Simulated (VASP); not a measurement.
# HgTe (F-43m) in VASP: notebook

The runs below take HgTe through single point, with PBEsol.

Program: VASP 6.6.1. These are calculated values, not measurements. Logs are shortened: lines on timing, memory, paths and dates and some standing lists are left out, and cuts for length are marked.

### Step 1. The cell of the first run

It takes space group F-43m (No. 216, cubic). The conventional cell has a = 6.349 Å, b = 6.349 Å, c = 6.349 Å, α = 90.00°, β = 90.00°, γ = 90.00°. Within 3.6 Å of Hg (site symmetry -43m) lie 4 Te at 2.75 Å. Within 3.6 Å of Te (site symmetry -43m) lie 4 Hg at 2.75 Å.

### Step 2. Single point, PBEsol (strain -0.025 along x and y, -0.025 along z)

INCAR

```
SYSTEM = HgTe
PREC = Accurate
ENCUT = 520
EDIFF = 1E-6
ISMEAR = 0
SIGMA = 0.15
LREAL = .FALSE.
LASPH = .TRUE.
NELM = 100
ALGO = Normal
ISIF = 2
LWAVE = .FALSE.
LCHARG = .TRUE.
GGA = PS
LELF = .TRUE.
LVHAR = .TRUE.
NBANDS = 16
```

KPOINTS

```
Automatic mesh
0
G
  16 16 16
  0 0 0
```

POSCAR

```
HgTe
1.0
    0.0000000000      3.1744890708      3.1744890708
    3.1744890708      0.0000000000      3.1744890708
    3.1744890708      3.1744890708      0.0000000000
Hg Te
1 1
Direct
    0.0000000000      0.0000000000      0.0000000000
    0.7500000000      0.7500000000      0.7500000000
```

Potentials or basis: VASP PAW PBE potentials, release 64 (Hg, Te).

Launch:

```console
cat potpaw_PBE.64/Hg/POTCAR potpaw_PBE.64/Te/POTCAR > POTCAR
mpirun -np 1 vasp_std > vasp.out
```

OUTCAR:

```text
SYSTEM = HgTe
   PREC = Accurate
   ENCUT = 520
   EDIFF = 1E-6
   ISMEAR = 0
   LREAL = .FALSE.
   LASPH = .TRUE.
   NELM = 100
   ISIF = 2
   GGA = PS

 ion  position               nearest neighbor table
   1  0.000  0.000  0.000-   2 2.75   2 2.75   2 2.75   2 2.75
   2  0.750  0.750  0.750-   1 2.75   1 2.75   1 2.75   1 2.75

  LATTYP: Found a face centered cubic cell.
 ALAT       =     6.3489781416

  Lattice vectors:

 A1 = (   0.0000000000,   3.1744890708,   3.1744890708)
 A2 = (   3.1744890708,   0.0000000000,   3.1744890708)
 A3 = (   3.1744890708,   3.1744890708,   0.0000000000)

Analysis of symmetry for initial positions (statically):
=====================================================================
 Subroutine PRICEL returns:
 Original cell was already a primitive cell.

 Routine SETGRP: Setting up the symmetry group for a
 face centered cubic supercell.

 Subroutine GETGRP returns: Found 24 space group operations
 (whereof 24 operations were pure point group operations)
 out of a pool of 48 trial point group operations.

The static configuration has the point symmetry T_d .

Analysis of symmetry for dynamics (positions and initial velocities):
=====================================================================
 Subroutine PRICEL returns:
 Original cell was already a primitive cell.

 Routine SETGRP: Setting up the symmetry group for a
 face centered cubic supercell.

 Subroutine GETGRP returns: Found 24 space group operations
 (whereof 24 operations were pure point group operations)
 out of a pool of 48 trial point group operations.

The dynamic configuration has the point symmetry T_d .

 Subroutine INISYM returns: Found 24 space group operations
 (whereof 24 operations are pure point group operations),
 and found     1 'primitive' translations

----------------------------------------------------------------------------------------

                                     Primitive cell

  volume of cell :      63.9811

  direct lattice vectors                    reciprocal lattice vectors
     0.000000000  3.174489071  3.174489071    -0.157505661  0.157505661  0.157505661
     3.174489071  0.000000000  3.174489071     0.157505661 -0.157505661  0.157505661
     3.174489071  3.174489071  0.000000000     0.157505661  0.157505661 -0.157505661

  length of vectors
     4.489405498  4.489405498  4.489405498     0.272807808  0.272807808  0.272807808

  position of ions in fractional coordinates (direct lattice)
     0.000000000  0.000000000  0.000000000
     0.750000000  0.750000000  0.750000000

  ion indices of the primitive-cell ions
   primitive index   ion index
                 1           1
                 2           2

----------------------------------------------------------------------------------------

 KPOINTS: Automatic mesh

Automatic generation of k-mesh.
 Grid dimensions read from file:
 generate k-points for:   16   16   16

 Generating k-lattice:

  Cartesian coordinates                     Fractional coordinates (reciprocal lattice)
    -0.009844104  0.009844104  0.009844104     0.062500000  0.000000000  0.000000000
     0.009844104 -0.009844104  0.009844104     0.000000000  0.062500000  0.000000000
     0.009844104  0.009844104 -0.009844104     0.000000000  0.000000000  0.062500000

  Length of vectors
     0.017050488  0.017050488  0.017050488

  Shift w.r.t. Gamma in fractional coordinates (k-lattice)
     0.000000000  0.000000000  0.000000000

 Subroutine IBZKPT returns following result:
 ===========================================

 Found    145 irreducible k-points:

 Following reciprocal coordinates:
            Coordinates               Weight
  0.000000  0.000000  0.000000      1.000000
  0.062500  0.000000  0.000000      8.000000
  0.125000  0.000000  0.000000      8.000000
  0.187500  0.000000  0.000000      8.000000
  0.250000  0.000000  0.000000      8.000000
  0.312500  0.000000  0.000000      8.000000
[... 16 lines left out ...]
 -0.125000  0.062500  0.000000     24.000000
 -0.062500  0.062500  0.000000     12.000000
 [... further k-points ...]
   k-points           NKPTS =    145   k-points in BZ     NKDIM =    145   number of bands    NBANDS=     16
   number of dos      NEDOS =    301   number of ions     NIONS =      2
   total plane-waves  NPLWV =  46656
   dimension x,y,z NGX =    36 NGY =   36 NGZ =   36
   dimension x,y,z NGXF=    72 NGYF=   72 NGZF=   72
   ions per type =               1   1
   NGX,Y,Z   is equivalent  to a cutoff of  13.33, 13.33, 13.33 a.u.
   NGXF,Y,Z  is equivalent  to a cutoff of  26.66, 26.66, 26.66 a.u.
 SYSTEM =  HgTe
   PREC   = accura    normal or accurate (medium, high low for compatibility)
   ISTART =      0    job   : 0-new  1-cont  2-samecut
   ICHARG =      2    charge: 1-file 2-atom 10-const
   ISPIN  =      1    spin polarized calculation?
   LNONCOLLINEAR =      F non collinear calculations
   LSORBIT =      F    spin-orbit coupling
   LASPH  =      T    aspherical Exc in radial PAW
   ENCUT  =  520.0 eV  38.22 Ry    6.18 a.u.   8.35  8.35  8.35*2*pi/ulx,y,z
   NELM   =    100;   NELMIN=  2; NELMDL= -5     # of ELM steps
   EDIFF  = 0.1E-05   stopping-criterion for ELM
   LREAL  =      F    real-space projection
   EDIFFG = 0.1E-04   stopping-criterion for IOM
   NSW    =      0    number of steps for IOM
   IBRION =     -1    ionic relax: 0-MD 1-quasi-New 2-CG
   NFREE  =      0    steps in history (QN), initial steepest desc. (CG)
   ISIF   =      2    stress and relaxation
   ISYM   =      2    0-nonsym 1-usesym 2-fastsym
   POTIM  = 0.5000    time-step for ionic-motion
   TEBEG  =    0.0;   TEEND  =   0.0 temperature during run
   PSTRESS=    0.0 pullay stress
   NELECT =      18.0000    total number of electrons
   NUPDOWN=      -1.0000    fix difference up-down
   EMIN   =  10.00;   EMAX   =-10.00  energy-range for DOS
   EFERMI =   0.00;   METHOD = LEGACY
   ISMEAR =     0;   SIGMA  =   0.15  broadening in eV -4-tet -1-fermi 0-gaus
   EFERMI_NEDOS =   21; number of points for ismear=-14 and -15
   IALGO  =     38    algorithm
   IMIX   =      4    mixing-type and parameters
     AMIX     =   0.40;   BMIX     =  1.00
     AMIX_MAG =   1.60;   BMIX_MAG =  1.00
  volume/ion in A,a.u.               =      31.99       215.88
  Fermi-wavevector in a.u.,A,eV,Ry     =   1.072709  2.027126 15.656280  1.150704
  Thomas-Fermi vector in A             =   2.208487
   LORBIT       =      0    0 simple, 1 ext, 2 COOP (PROOUT), +10 PAW based schemes
   GGA     = PS    functional components
   LHFCALC =     F    Hartree Fock is set to
   AEXX    =    0.0000 exact exchange contribution
   IVDW    =     0    specifies the selected vdW correction
   LEPSILON=     F    determine dielectric tensor
   LRPA    =     F    only Hartree local field effects (RPA)
 non-spin polarized calculation
 Gauss-broadening in eV      SIGMA  =   0.15
  energy-cutoff  :      520.00
  volume of cell :       63.98
 maximum number of plane-waves:      1759
 NGX is ok and might be reduce to    36
   NGX = 17   NGY = 17   NGZ = 17

 number of electron      17.9999998 magnetization

 Free energy of the ion-electron system (eV)
  ---------------------------------------------------
  ext. energy  EPLUGINS =         0.00000000
  ---------------------------------------------------
  free energy    TOTEN  =        -4.31731188 eV

  energy without entropy =       -4.31713844  energy(sigma->0) =       -4.31722516

 E-fermi :   3.6817     XC(G=0):  -9.1861

 val. band max:        3.5440647137   @ k =   0.0000   0.0000   0.0000
 cond. band min:       3.8776960164   @ k =   0.0625   0.0000   0.0000
 fundamental gap:      0.3336313027
 Fermi energy:         3.6816990881

 k-point     1 :       0.0000    0.0000    0.0000
  band No.  band energies     occupation
      1      -8.8904      2.00000
      2      -4.1379      2.00000
      3      -4.1379      2.00000
      4      -4.1379      2.00000
      5      -3.5336      2.00000
      6      -3.5336      2.00000
[... 8 lines left out ...]
     15      13.1599      0.00000
     16      13.1600      0.00000

 k-point     2 :       0.0625    0.0000    0.0000
  band No.  band energies     occupation
      1      -8.8682      2.00000
      2      -4.1324      2.00000
      3      -4.1315      2.00000
      4      -4.1315      2.00000
      5      -3.5345      2.00000
      6      -3.5345      2.00000
[... 8 lines left out ...]
     15      12.6446      0.00000
     16      12.6446      0.00000

 k-point     3 :       0.1250    0.0000    0.0000
  band No.  band energies     occupation
      1      -8.8038      2.00000
      2      -4.1136      2.00000
      3      -4.1136      2.00000
      4      -4.1124      2.00000
      5      -3.5364      2.00000
      6      -3.5364      2.00000
[... 8 lines left out ...]
     15      12.2164      0.00000
     16      12.2164      0.00000

 k-point     4 :       0.1875    0.0000    0.0000
  band No.  band energies     occupation
      1      -8.7047      2.00000
      2      -4.0878      2.00000
      3      -4.0878      2.00000
      4      -4.0683      2.00000
      5      -3.5376      2.00000
      6      -3.5376      2.00000
[... 8 lines left out ...]
     15      11.9801      0.00000
     16      11.9801      0.00000
[... 324 lines left out ...]
 k-point    22 :      -0.1875    0.0625    0.0000
  band No.  band energies     occupation
      1      -8.6491      2.00000
      2      -4.0791      2.00000
      3      -4.0698      2.00000
      4      -4.0366      2.00000
      5      -3.5481      2.00000
      6      -3.5269      2.00000
[... 8 lines left out ...]
     15      11.5928      0.00000
     16      12.2971      0.00000

 k-point    23 :      -0.1250    0.0625    0.0000
  band No.  band energies     occupation
      1      -8.7558      2.00000
      2      -4.1055      2.00000
      3      -4.1040      2.00000
      4      -4.0860      2.00000
      5      -3.5450      2.00000
      6      -3.5299      2.00000
[... 8 lines left out ...]
     15      11.7602      0.00000
     16      12.1218      0.00000

 k-point    24 :      -0.0625    0.0625    0.0000
  band No.  band energies     occupation
      1      -8.8318      2.00000
      2      -4.1259      2.00000
      3      -4.1242      2.00000
      4      -4.1144      2.00000
      5      -3.5396      2.00000
      6      -3.5319      2.00000
[... 8 lines left out ...]
     15      12.1259      0.00000
     16      12.3843      0.00000

 [... further k-points ...]

------------------------ aborting loop because EDIFF is reached ----------------------------------------

  FORCE on cell =-STRESS in cart. coord.  units (eV):
  Direction    XX          YY          ZZ          XY          YZ          ZX
  --------------------------------------------------------------------------------------
  -------------------------------------------------------------------------------------
  Total        1.5879053      1.5879053      1.5879053      0.0000000     -0.0000000      0.0000000
  in kB       39.7634143     39.7634143     39.7634143      0.0000000     -0.0000000      0.0000000
  external PRESSURE =      39.7634143 kB  Pullay stress =       0.0000000 kB

 VOLUME and BASIS-vectors are now :
 -----------------------------------------------------------------------------
  energy-cutoff  :      520.00
  volume of cell :       63.98
      direct lattice vectors                 reciprocal lattice vectors
     0.000000000  3.174489071  3.174489071    -0.157505661  0.157505661  0.157505661
     3.174489071  0.000000000  3.174489071     0.157505661 -0.157505661  0.157505661
     3.174489071  3.174489071  0.000000000     0.157505661  0.157505661 -0.157505661

 POSITION                                       TOTAL-FORCE (eV/Angst)
 -----------------------------------------------------------------------------------
      0.00000      0.00000      0.00000         0.000000     -0.000000      0.000000
      4.76173      4.76173      4.76173        -0.000000      0.000000     -0.000000
 -----------------------------------------------------------------------------------
    total drift:                               -0.000000     -0.000000     -0.000000

  FREE ENERGIE OF THE ION-ELECTRON SYSTEM (eV)
  ---------------------------------------------------
  free  energy   TOTEN  =        -4.3173118835 eV

  energy  without entropy=       -4.3171384409  energy(sigma->0) =       -4.31722516
```

It took 4 min on 1 thread of Intel Xeon 8259CL, shared host; peak memory 0.32 GiB.

Results:

- Free energy: -4.3173 eV
- Pressure: 4.0 GPa
- Band gap on the k mesh: zero (filled and empty bands touch)

Caveat: the cell differs from its parent crystal (strain -0.025 along x and y, -0.025 along z); the cell stands under pressure; semilocal functionals underestimate gaps, so a narrow gap can read as zero; the PAW data sets were made with another functional, which shifts forces and pressure a little; spin-orbit coupling is left out, which moves the levels of the heavy elements.

### Step 3. Single point, PBEsol (strain +0.025 along x and y, +0.025 along z)

INCAR

```
SYSTEM = HgTe
PREC     = Accurate       ! precision mode
ENCUT    = 520            ! plane-wave cutoff, eV
EDIFF    = 1E-6           ! SCF threshold, eV
ISMEAR   = 0              ! smearing method
SIGMA    = 0.15           ! smearing width, eV
LREAL    = .False.        ! projectors in reciprocal space
LASPH    = .True.         ! aspherical terms in the spheres
NELM     = 100            ! most SCF steps
ALGO     = Normal         ! electronic algorithm
ISIF     = 2              ! what is computed and relaxed
LWAVE    = .False.        ! write WAVECAR
LCHARG   = .False.        ! write CHGCAR
GGA      = PS             ! functional
NBANDS   = 16             ! bands
```

KPOINTS

```
regular mesh
0
Gamma
  16 16 16
  0 0 0
```

POSCAR

```
HgTe
1.0
    0.0000000000      3.3372833822      3.3372833822
    3.3372833822      0.0000000000      3.3372833822
    3.3372833822      3.3372833822      0.0000000000
Hg Te
1 1
Direct
    0.0000000000      0.0000000000      0.0000000000
    0.7500000000      0.7500000000      0.7500000000
```

Potentials or basis: VASP PAW PBE potentials, release 64 (Hg, Te).

Launch:

```console
cat potpaw_PBE.64/Hg/POTCAR potpaw_PBE.64/Te/POTCAR > POTCAR
mpirun -np 1 vasp_std > vasp.out
```

It took 3.8 min on 1 thread of Intel Xeon 8259CL, shared host; peak memory 0.34 GiB.

Results (log left out):

| Property | Result |
| --- | --- |
| Free energy | -4.3344 eV |
| Pressure | -2.5 GPa |
| Band gap on the k mesh | zero (filled and empty bands touch) |

Levels at points of the mesh, in eV from the Fermi level:
```csv
k point,band 6,band 7,band 8,band 9,band 10,band 11,band 12,band 13
"(0.00, 0.00, 0.00)",-6.52,-1.14,-0.12,-0.12,-0.12,4.22,4.22,4.22
"(0.50, 0.00, 0.00)",-6.28,-5.05,-0.94,-0.94,0.51,4.94,4.94,6.54
"(0.50, 0.50, 0.00)",-6.17,-5.08,-2.03,-2.03,1.74,2.51,7.65,8.30
```

Caveat: the cell differs from its parent crystal (strain +0.025 along x and y, +0.025 along z); semilocal functionals underestimate gaps, so a narrow gap can read as zero; the PAW data sets were made with another functional, which shifts forces and pressure a little; spin-orbit coupling is left out, which moves the levels of the heavy elements.
